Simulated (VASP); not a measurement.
The system is Rh.

```
CELL_PARAMETERS angstrom
0.00000 1.90081 1.90081
1.90081 0.00000 1.90081
1.90081 1.90081 0.00000
ATOMIC_POSITIONS crystal
Rh 0.00000 0.00000 0.00000
```

Base run:

```yaml
Program: VASP 6.6.1
Functional: r2SCAN
Potentials_or_basis: VASP PAW PBE potentials, release 64 (Rh_pv)
Cutoff: 520 eV
k_mesh: 14 × 14 × 14
Occupations: fermi-dirac, width 1 eV
Spin: no spin polarisation
```

Its results: pressure 26.1 GPa.

The run is repeated on the same cell with these changes: occupations from fermi-dirac, width 1 eV to methfessel-paxton, width 0.03 eV. What comes out?

Pressure 0.8 GPa.

Caveats: the PAW data sets were made with another functional, which shifts forces and pressure a little.
